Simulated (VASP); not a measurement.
# Li (P6_3/mmc) in VASP: further runs

Li is run at these levels: r2SCAN; tasks: single point.

Program: VASP 6.6.1. These are calculated values, not measurements. Logs are shortened: lines on timing, memory, paths and dates and some standing lists are left out, and cuts for length are marked.

## Step 1: The cell of the first run

The structure is hexagonal, space group P6_3/mmc (No. 194). Conventional cell: a = 3.111 Å, b = 3.111 Å, c = 5.093 Å, α = 90.00°, β = 90.00°, γ = 120.00°. Li (site symmetry -6m2) has 12 Li at 3.11 to 3.12 Å within 4.1 Å.

## Step 2: Single point, r2SCAN

Input file POSCAR:

```
Li
1.0
    3.1110021516      0.0000000000      0.0000000000
   -1.5555010758      2.6942068945      0.0000000000
    0.0000000000      0.0000000000      5.0930000000
Li
2
Direct
    0.3333333333      0.6666666667      0.2500000000
    0.6666666667      0.3333333333      0.7500000000
```

Input file INCAR.step1:

```
SYSTEM = Li
PREC = Accurate
ENCUT = 520
ISMEAR = 0
SIGMA = 0.15
LREAL = .FALSE.
LASPH = .TRUE.
NELM = 80
NBANDS = 10
GGA = PE
ALGO = Normal
EDIFF = 1E-4
LWAVE = .TRUE.
LCHARG = .FALSE.
```

Input file INCAR.step2:

```
SYSTEM = Li
PREC = Accurate
ENCUT = 520
EDIFF = 1E-6
ISMEAR = 0
SIGMA = 0.15
LREAL = .FALSE.
LASPH = .TRUE.
NELM = 80
ALGO = Normal
ISIF = 2
LWAVE = .FALSE.
LCHARG = .FALSE.
METAGGA = R2SCAN
LMIXTAU = .TRUE.
NBANDS = 10
ISTART = 1
```

Input file KPOINTS:

```
regular mesh
0
G
  18 18 10
  0 0 0
```

Potentials or basis: VASP PAW PBE potentials, release 64 (Li_sv).

On the command line:

```console
$ cat potpaw_PBE.64/Li_sv/POTCAR > POTCAR
$ cp INCAR.step1 INCAR
$ mpirun -np 1 vasp_std > vasp.out
$ cp INCAR.step2 INCAR
$ mpirun -np 1 vasp_std > vasp.out
```

OUTCAR:

```text
SYSTEM = Li
   PREC = Accurate
   ENCUT = 520
   EDIFF = 1E-6
   ISMEAR = 0
   LREAL = .FALSE.
   LASPH = .TRUE.
   NELM = 80
   ISIF = 2
   METAGGA = R2SCAN
   ISTART = 1

 ion  position               nearest neighbor table
   1  0.333  0.667  0.250-
   2  0.667  0.333  0.750-

  LATTYP: Found a hexagonal cell.
 ALAT       =     3.1110021516
 C/A-ratio  =     1.6370930497

  Lattice vectors:

 A1 = (   3.1110021516,   0.0000000000,   0.0000000000)
 A2 = (  -1.5555010758,   2.6942068945,   0.0000000000)
 A3 = (   0.0000000000,   0.0000000000,   5.0930000000)

Analysis of symmetry for initial positions (statically):
=====================================================================
 Subroutine PRICEL returns:
 Original cell was already a primitive cell.

 Routine SETGRP: Setting up the symmetry group for a
 hexagonal supercell.

 Subroutine GETGRP returns: Found 24 space group operations
 (whereof 12 operations were pure point group operations)
 out of a pool of 24 trial point group operations.

The static configuration has the point symmetry D_3d.
 The point group associated with its full space group is D_6h.

Analysis of symmetry for dynamics (positions and initial velocities):
=====================================================================
 Subroutine PRICEL returns:
 Original cell was already a primitive cell.

 Routine SETGRP: Setting up the symmetry group for a
 hexagonal supercell.

 Subroutine GETGRP returns: Found 24 space group operations
 (whereof 12 operations were pure point group operations)
 out of a pool of 24 trial point group operations.

The dynamic configuration has the point symmetry D_3d.
 The point group associated with its full space group is D_6h.

 Subroutine INISYM returns: Found 24 space group operations
 (whereof 12 operations are pure point group operations),
 and found     1 'primitive' translations

----------------------------------------------------------------------------------------

                                     Primitive cell

  volume of cell :      42.6879

  direct lattice vectors                    reciprocal lattice vectors
     3.111002152  0.000000000  0.000000000     0.321439829  0.185583372  0.000000000
    -1.555501076  2.694206895  0.000000000     0.000000000  0.371166744  0.000000000
     0.000000000  0.000000000  5.093000000     0.000000000  0.000000000  0.196347929

  length of vectors
     3.111002152  3.111002152  5.093000000     0.371166744  0.371166744  0.196347929

  position of ions in fractional coordinates (direct lattice)
     0.333333333  0.666666667  0.250000000
     0.666666667  0.333333333  0.750000000

  ion indices of the primitive-cell ions
   primitive index   ion index
                 1           1
                 2           2

----------------------------------------------------------------------------------------

 KPOINTS: regular mesh

Automatic generation of k-mesh.
 Grid dimensions read from file:
 generate k-points for:   18   18   10

 Generating k-lattice:

  Cartesian coordinates                     Fractional coordinates (reciprocal lattice)
     0.017857768  0.010310187  0.000000000     0.055555556  0.000000000  0.000000000
     0.000000000  0.020620375  0.000000000     0.000000000  0.055555556  0.000000000
     0.000000000  0.000000000  0.019634793     0.000000000  0.000000000  0.100000000

  Length of vectors
     0.020620375  0.020620375  0.019634793

  Shift w.r.t. Gamma in fractional coordinates (k-lattice)
     0.000000000  0.000000000  0.000000000

 Subroutine IBZKPT returns following result:
 ===========================================

 Found    222 irreducible k-points:

 Following reciprocal coordinates:
            Coordinates               Weight
  0.000000  0.000000  0.000000      1.000000
  0.055556 -0.000000  0.000000      6.000000
  0.111111 -0.000000  0.000000      6.000000
  0.166667  0.000000  0.000000      6.000000
  0.222222 -0.000000  0.000000      6.000000
  0.277778  0.000000  0.000000      6.000000
[... 16 lines left out ...]
  0.333333  0.111111  0.000000     12.000000
  0.388889  0.111111  0.000000     12.000000
 [... further k-points ...]
   k-points           NKPTS =    222   k-points in BZ     NKDIM =    222   number of bands    NBANDS=     10
   number of dos      NEDOS =    301   number of ions     NIONS =      2
   total plane-waves  NPLWV =  23040
   dimension x,y,z NGX =    24 NGY =   24 NGZ =   40
   dimension x,y,z NGXF=    48 NGYF=   48 NGZF=   80
   ions per type =               2
   NGX,Y,Z   is equivalent  to a cutoff of  12.83, 12.83, 13.06 a.u.
   NGXF,Y,Z  is equivalent  to a cutoff of  25.65, 25.65, 26.11 a.u.
 SYSTEM =  Li
   PREC   = accura    normal or accurate (medium, high low for compatibility)
   ISTART =      1    job   : 0-new  1-cont  2-samecut
   ICHARG =      0    charge: 1-file 2-atom 10-const
   ISPIN  =      1    spin polarized calculation?
   LNONCOLLINEAR =      F non collinear calculations
   LSORBIT =      F    spin-orbit coupling
   LASPH  =      T    aspherical Exc in radial PAW
   ENCUT  =  520.0 eV  38.22 Ry    6.18 a.u.   5.78  5.78  9.47*2*pi/ulx,y,z
   NELM   =     80;   NELMIN=  2; NELMDL=  0     # of ELM steps
   EDIFF  = 0.1E-05   stopping-criterion for ELM
   LREAL  =      F    real-space projection
   EDIFFG = 0.1E-04   stopping-criterion for IOM
   NSW    =      0    number of steps for IOM
   IBRION =     -1    ionic relax: 0-MD 1-quasi-New 2-CG
   NFREE  =      0    steps in history (QN), initial steepest desc. (CG)
   ISIF   =      2    stress and relaxation
   ISYM   =      2    0-nonsym 1-usesym 2-fastsym
   POTIM  = 0.5000    time-step for ionic-motion
   TEBEG  =    0.0;   TEEND  =   0.0 temperature during run
   PSTRESS=    0.0 pullay stress
   NELECT =       6.0000    total number of electrons
   NUPDOWN=      -1.0000    fix difference up-down
   EMIN   =  10.00;   EMAX   =-10.00  energy-range for DOS
   EFERMI =   0.00;   METHOD = LEGACY
   ISMEAR =     0;   SIGMA  =   0.15  broadening in eV -4-tet -1-fermi 0-gaus
   EFERMI_NEDOS =   21; number of points for ismear=-14 and -15
   IALGO  =     38    algorithm
   IMIX   =      4    mixing-type and parameters
     AMIX     =   0.40;   BMIX     =  1.00
     AMIX_MAG =   1.60;   BMIX_MAG =  1.00
  volume/ion in A,a.u.               =      21.34       144.04
  Fermi-wavevector in a.u.,A,eV,Ry     =   0.851184  1.608505  9.857621  0.724515
  Thomas-Fermi vector in A             =   1.967278
   LORBIT       =      0    0 simple, 1 ext, 2 COOP (PROOUT), +10 PAW based schemes
   METAGGA = R2SCAN    functional components
   LHFCALC =     F    Hartree Fock is set to
   AEXX    =    0.0000 exact exchange contribution
   IVDW    =     0    specifies the selected vdW correction
   LEPSILON=     F    determine dielectric tensor
   LRPA    =     F    only Hartree local field effects (RPA)
 non-spin polarized calculation
 Gauss-broadening in eV      SIGMA  =   0.15
  energy-cutoff  :      520.00
  volume of cell :       42.69
 maximum number of plane-waves:      1182
 NGX is ok and might be reduce to    24
   NGX = 11   NGY = 11   NGZ = 19

 number of electron       5.9999991 magnetization

 Free energy of the ion-electron system (eV)
  ---------------------------------------------------
  ext. energy  EPLUGINS =         0.00000000
  ---------------------------------------------------
  free energy    TOTEN  =        -4.77501128 eV

  energy without entropy =       -4.76496021  energy(sigma->0) =       -4.76998574

 E-fermi :   0.5037     XC(G=0):  -7.3165

 val. band max:        0.4943046612   @ k =   0.0000   0.0000   0.0000
 cond. band min:       0.5264483664   @ k =   0.2222   0.1111   0.3000
 fundamental gap:      0.0321437052
 Fermi energy:         0.5037329406

 k-point     1 :       0.0000    0.0000    0.0000
  band No.  band energies     occupation
      1     -47.7013      2.00000
      2     -47.6861      2.00000
      3      -3.2791      2.00000
      4       0.4943      1.07083
      5       3.4912      0.00000
      6      13.8760      0.00000
      7      13.8770      0.00000
      8      15.2749      0.00000
      9      15.2758      0.00000
     10      16.0436      0.00000

 k-point     2 :       0.0556   -0.0000    0.0000
  band No.  band energies     occupation
      1     -47.7009      2.00000
      2     -47.6859      2.00000
      3      -3.2269      2.00000
      4       0.5622      0.58148
      5       3.5138      0.00000
      6      13.1918      0.00000
      7      13.3939      0.00000
      8      15.2600      0.00000
      9      15.6561      0.00000
     10      15.9941      0.00000

 k-point     3 :       0.1111   -0.0000    0.0000
  band No.  band energies     occupation
      1     -47.6997      2.00000
      2     -47.6853      2.00000
      3      -3.0699      2.00000
      4       0.7651      0.01373
      5       3.5772      0.00000
      6      11.7806      0.00000
      7      12.5887      0.00000
      8      15.2015      0.00000
      9      15.7345      0.00000
     10      15.9840      0.00000

 k-point     4 :       0.1667    0.0000    0.0000
  band No.  band energies     occupation
      1     -47.6979      2.00000
      2     -47.6845      2.00000
      3      -2.8082      2.00000
      4       1.1032      0.00000
      5       3.6717      0.00000
      6      10.2404      0.00000
      7      11.8097      0.00000
      8      14.9048      0.00000
      9      14.9863      0.00000
     10      15.1255      0.00000
[... 222 lines left out ...]
 k-point    22 :       0.2778    0.1111    0.0000
  band No.  band energies     occupation
      1     -47.6897      2.00000
      2     -47.6815      2.00000
      3      -1.2385      2.00000
      4       3.1191      0.00000
      5       3.6811      0.00000
      6       6.5316      0.00000
      7       8.6218      0.00000
      8      10.3915      0.00000
      9      11.9115      0.00000
     10      13.8505      0.00000

 k-point    23 :       0.3333    0.1111    0.0000
  band No.  band energies     occupation
      1     -47.6875      2.00000
      2     -47.6811      2.00000
      3      -0.5732      2.00000
      4       3.0825      0.00000
      5       3.9792      0.00000
      6       6.3001      0.00000
      7       8.0522      0.00000
      8       8.9176      0.00000
      9      11.2013      0.00000
     10      13.6176      0.00000

 k-point    24 :       0.3889    0.1111    0.0000
  band No.  band energies     occupation
      1     -47.6859      2.00000
      2     -47.6810      2.00000
      3       0.1455      1.99927
      4       2.2691      0.00000
      5       4.9351      0.00000
      6       6.5081      0.00000
      7       7.4975      0.00000
      8       7.5843      0.00000
      9      10.7655      0.00000
     10      13.4758      0.00000

 [... further k-points ...]

------------------------ aborting loop because EDIFF is reached ----------------------------------------

  FORCE on cell =-STRESS in cart. coord.  units (eV):
  Direction    XX          YY          ZZ          XY          YZ          ZX
  --------------------------------------------------------------------------------------
  -------------------------------------------------------------------------------------
  Total       -0.0567073     -0.0567073     -0.0354130      0.0000000     -0.0000000      0.0000000
  in kB       -2.1283559     -2.1283559     -1.3291335      0.0000000     -0.0000000      0.0000000
  external PRESSURE =      -1.8619484 kB  Pullay stress =       0.0000000 kB

 VOLUME and BASIS-vectors are now :
 -----------------------------------------------------------------------------
  energy-cutoff  :      520.00
  volume of cell :       42.69
      direct lattice vectors                 reciprocal lattice vectors
     3.111002152  0.000000000  0.000000000     0.321439829  0.185583372  0.000000000
    -1.555501076  2.694206895  0.000000000     0.000000000  0.371166744  0.000000000
     0.000000000  0.000000000  5.093000000     0.000000000  0.000000000  0.196347929

 POSITION                                       TOTAL-FORCE (eV/Angst)
 -----------------------------------------------------------------------------------
     -0.00000      1.79614      1.27325         0.000000      0.000000      0.000000
      1.55550      0.89807      3.81975        -0.000000     -0.000000      0.000000
 -----------------------------------------------------------------------------------
    total drift:                               -0.000000      0.000000      0.000000

  FREE ENERGIE OF THE ION-ELECTRON SYSTEM (eV)
  ---------------------------------------------------
  free  energy   TOTEN  =        -4.7750112822 eV

  energy  without entropy=       -4.7649602066  energy(sigma->0) =       -4.76998574
```

Wall time 3.5 min (1 thread of Intel Xeon Platinum 8488C (Sapphire Rapids), shared host); peak memory 0.21 GiB.

What came out:

```
Free energy            : -4.7750 eV
Band gap on the k mesh : zero (band 3 reaches 2.80 eV, above the bottom of band 4 at -2.10 eV)
```

Levels at points of the mesh, in eV from the Fermi level:
| k point | band 1 | band 2 | band 3 | band 4 | band 5 | band 6 | band 7 | band 8 |
| --- | --- | --- | --- | --- | --- | --- | --- | --- |
| (0.00, 0.00, 0.00) | -48.21 | -48.19 | -3.78 | -0.01 | 2.99 | 13.37 | 13.37 | 14.77 |
| (0.50, 0.00, 0.00) | -48.19 | -48.18 | -0.07 | 1.08 | 4.94 | 6.05 | 6.56 | 8.16 |
| (0.00, 0.00, 0.50) | -48.20 | -48.20 | -2.60 | -2.60 | 8.33 | 8.33 | 14.38 | 14.38 |
| (0.50, 0.00, 0.50) | -48.19 | -48.19 | 0.74 | 0.74 | 3.62 | 3.62 | 10.46 | 10.46 |

Caveat: the cutoff is under 1.25 times the usual one of these potentials, so pressure, stress and relaxed cells hold a basis-set (Pulay) error; the PAW data sets were made with another functional, which shifts forces and pressure a little.

## Step 3: Single point, r2SCAN

POSCAR is that of step 2.

Input file INCAR.step1:

```
  PREC = Accurate
  ENCUT = 520
  ISMEAR = 0
  SIGMA = 0.15
  LREAL = F
  LASPH = T
  NELM = 60
  NBANDS = 10
  GGA = PE
  ALGO = Normal
  EDIFF = 1E-4
  LWAVE = T
  LCHARG = F
```

Input file INCAR.step2:

```
  PREC = Accurate
  ENCUT = 520
  EDIFF = 1E-6
  ISMEAR = 0
  SIGMA = 0.15
  LREAL = F
  LASPH = T
  NELM = 60
  ALGO = Normal
  ISIF = 2
  LWAVE = F
  LCHARG = T
  METAGGA = R2SCAN
  LMIXTAU = T
  LELF = T
  LVHAR = T
  NBANDS = 10
  ISTART = 1
```

Input file KPOINTS:

```
Automatic mesh
0
Gamma
  18 18 10
```

Potentials or basis: VASP PAW PBE potentials, release 64 (Li_sv).

On the command line:

```console
$ cat potpaw_PBE.64/Li_sv/POTCAR > POTCAR
$ cp INCAR.step1 INCAR
$ mpirun -np 1 vasp_std > vasp.out
$ cp INCAR.step2 INCAR
$ mpirun -np 1 vasp_std > vasp.out
```

OUTCAR:

```text
PREC = Accurate
   ENCUT = 520
   EDIFF = 1E-6
   ISMEAR = 0
   LREAL = F
   LASPH = T
   NELM = 60
   ISIF = 2
   METAGGA = R2SCAN
   ISTART = 1

 ion  position               nearest neighbor table
   1  0.333  0.667  0.250-
   2  0.667  0.333  0.750-

  LATTYP: Found a hexagonal cell.
 ALAT       =     3.1110021516
 C/A-ratio  =     1.6370930497

  Lattice vectors:

 A1 = (   3.1110021516,   0.0000000000,   0.0000000000)
 A2 = (  -1.5555010758,   2.6942068945,   0.0000000000)
 A3 = (   0.0000000000,   0.0000000000,   5.0930000000)

Analysis of symmetry for initial positions (statically):
=====================================================================
 Subroutine PRICEL returns:
 Original cell was already a primitive cell.

 Routine SETGRP: Setting up the symmetry group for a
 hexagonal supercell.

 Subroutine GETGRP returns: Found 24 space group operations
 (whereof 12 operations were pure point group operations)
 out of a pool of 24 trial point group operations.

[... 170 lines left out ...]
 Fermi energy:         0.5037329406

 k-point     1 :       0.0000    0.0000    0.0000
  band No.  band energies     occupation
      1     -47.7013      2.00000
      2     -47.6861      2.00000
      3      -3.2791      2.00000
      4       0.4943      1.07083
      5       3.4912      0.00000
      6      13.8760      0.00000
      7      13.8770      0.00000
      8      15.2749      0.00000
      9      15.2758      0.00000
     10      16.0436      0.00000
[... 287 lines left out ...]
 k-point    24 :       0.3889    0.1111    0.0000
  band No.  band energies     occupation
      1     -47.6859      2.00000
      2     -47.6810      2.00000
      3       0.1455      1.99927
      4       2.2691      0.00000
      5       4.9351      0.00000
      6       6.5081      0.00000
      7       7.4975      0.00000
      8       7.5843      0.00000
      9      10.7655      0.00000
     10      13.4758      0.00000

 [... further k-points ...]

------------------------ aborting loop because EDIFF is reached ----------------------------------------

  FORCE on cell =-STRESS in cart. coord.  units (eV):
  Direction    XX          YY          ZZ          XY          YZ          ZX
  --------------------------------------------------------------------------------------
  -------------------------------------------------------------------------------------
  Total       -0.0567073     -0.0567073     -0.0354130      0.0000000     -0.0000000      0.0000000
  in kB       -2.1283559     -2.1283559     -1.3291335      0.0000000     -0.0000000      0.0000000
  external PRESSURE =      -1.8619484 kB  Pullay stress =       0.0000000 kB

 VOLUME and BASIS-vectors are now :
 -----------------------------------------------------------------------------
  energy-cutoff  :      520.00
  volume of cell :       42.69
      direct lattice vectors                 reciprocal lattice vectors
     3.111002152  0.000000000  0.000000000     0.321439829  0.185583372  0.000000000
    -1.555501076  2.694206895  0.000000000     0.000000000  0.371166744  0.000000000
     0.000000000  0.000000000  5.093000000     0.000000000  0.000000000  0.196347929

 POSITION                                       TOTAL-FORCE (eV/Angst)
 -----------------------------------------------------------------------------------
     -0.00000      1.79614      1.27325         0.000000      0.000000      0.000000
      1.55550      0.89807      3.81975        -0.000000     -0.000000      0.000000
 -----------------------------------------------------------------------------------
    total drift:                               -0.000000      0.000000      0.000000

  FREE ENERGIE OF THE ION-ELECTRON SYSTEM (eV)
  ---------------------------------------------------
  free  energy   TOTEN  =        -4.7750112822 eV

  energy  without entropy=       -4.7649602066  energy(sigma->0) =       -4.76998574
```

OSZICAR.step1:

```text
N       E                     dE             d eps       ncg     rms          rms(c)
DAV:   1     0.176394365623E+02    0.17639E+02   -0.32200E+03  4448   0.563E+02
DAV:   2    -0.943823503390E+00   -0.18583E+02   -0.18022E+02  5644   0.110E+02
DAV:   3    -0.377674096132E+01   -0.28329E+01   -0.28128E+01  7348   0.321E+01
DAV:   4    -0.381712136184E+01   -0.40380E-01   -0.40335E-01  5792   0.455E+00
DAV:   5    -0.381748815853E+01   -0.36680E-03   -0.36678E-03  5998   0.444E-01    0.350E-01
DAV:   6    -0.381508422437E+01    0.24039E-02   -0.58730E-04  7762   0.117E-01    0.198E-01
DAV:   7    -0.381390229125E+01    0.11819E-02   -0.12307E-03  8618   0.163E-01    0.358E-02
DAV:   8    -0.381390439058E+01   -0.20993E-05   -0.15962E-05  3188   0.391E-02
   1 F= -.38139044E+01 E0= -.38084268E+01  d E =-.109553E-01
```

Run time: 3.4 min. Hardware: 1 thread of Intel Xeon Platinum 8488C (Sapphire Rapids), shared host; peak memory 0.21 GiB.

What came out:

- Free energy: -4.7750 eV
- Band gap on the k mesh: zero (band 3 reaches 2.80 eV, above the bottom of band 4 at -2.10 eV)

Levels at points of the mesh, in eV from the Fermi level:
| k point | band 1 | band 2 | band 3 | band 4 | band 5 | band 6 | band 7 |
| --- | --- | --- | --- | --- | --- | --- | --- |
| (0.00, 0.00, 0.00) | -48.21 | -48.19 | -3.78 | -0.01 | 2.99 | 13.37 | 13.37 |
| (0.50, 0.00, 0.00) | -48.19 | -48.18 | -0.07 | 1.08 | 4.94 | 6.05 | 6.56 |
| (0.00, 0.00, 0.50) | -48.20 | -48.20 | -2.60 | -2.60 | 8.33 | 8.33 | 14.38 |
| (0.50, 0.00, 0.50) | -48.19 | -48.19 | 0.74 | 0.74 | 3.62 | 3.62 | 10.46 |

Caveat: the cutoff is under 1.25 times the usual one of these potentials, so pressure, stress and relaxed cells hold a basis-set (Pulay) error; the PAW data sets were made with another functional, which shifts forces and pressure a little.
